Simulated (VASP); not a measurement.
Wanted: the native input for a VASP 6.6.1 run.

| Item | Value |
| --- | --- |
| Task | single point |
| Functional | PBEsol |
| Potentials or basis | VASP PAW PBE potentials, release 64 (Eu, S) |
| Cutoff | 600 eV |
| k mesh | 8 × 8 × 8 |
| Occupations | gaussian, width 0.05 eV |
| Spin | collinear spin, ferromagnetic start |
| Starting moments | [7.55, 0.0] μB |
| Hubbard terms | Eu f U = 6.0 eV |
| Dipole correction | no |
| Further INCAR settings | ALGO = Normal; EDIFF = 1e-06; NBANDS = 22 |

The structure of EuS lies in POSCAR:

```
EuS
1.0
    0.0000000000      2.9785018670      2.9785018670
    2.9785018670      0.0000000000      2.9785018670
    2.9785018670      2.9785018670      0.0000000000
Eu S
1 1
Direct
    0.5000000000      0.5000000000      0.5000000000
    0.0000000000      0.0000000000      0.0000000000
```

One way to write it, as run:

INCAR

```
SYSTEM = EuS
ALGO     = Normal         ! electronic algorithm
EDIFF    = 1E-6           ! SCF threshold, eV
ENCUT    = 600            ! plane-wave cutoff, eV
GGA      = PS             ! functional
GGA_COMPAT= .False.      
ISIF     = 2              ! what is computed and relaxed
ISMEAR   = 0              ! smearing method
ISPIN    = 2              ! spin polarisation
LASPH    = .True.         ! aspherical terms in the spheres
LCHARG   = .False.        ! write CHGCAR
LDAU     = .True.         ! DFT+U
LDAUJ    = 0 0          
LDAUL    = 3 -1           ! shell
LDAUPRINT= 1            
LDAUTYPE = 2            
LDAUU    = 6 0            ! U, eV
LMAXMIX  = 6              ! l up to which the mixer works
LORBIT   = 11             ! projections on sites
LREAL    = .False.        ! projectors in reciprocal space
LWAVE    = .False.        ! write WAVECAR
MAGMOM   = 7.55 0         ! initial moments
NBANDS   = 22             ! bands
NELM     = 200            ! most SCF steps
PREC     = Accurate       ! precision mode
SIGMA    = 0.05           ! smearing width, eV
```

KPOINTS

```
k-points
0
Gamma
  8 8 8
  0 0 0
```

Potentials or basis: VASP PAW PBE potentials, release 64 (Eu, S).

Run with:

```sh
$ cat potpaw_PBE.64/Eu/POTCAR potpaw_PBE.64/S/POTCAR > POTCAR
$ mpirun -np 1 vasp_std > vasp.out
```

It gave:

```yaml
Pressure: -1.8 GPa
Band_gap_on_the_k_mesh: 0.28 eV (least direct gap 0.56 eV)
Net_moment: 7.00 μB per cell
Site_moments: Eu +6.73; S -0.06 μB
Valence_electrons_inside_the_program's_atomic_spheres: Eu 14.85; S 3.73
```

Caveat: the PAW data sets were made with another functional, which shifts forces and pressure a little; spin-orbit coupling is left out, which moves the levels of the heavy elements; a cell with one magnetic atom can't hold antiferromagnetic order, which such compounds often take.

Wall time 54 s on 1 thread of Intel(R) Xeon(R) 6975P-C (Granite Rapids), on a shared host, peak memory 0.28 GiB.
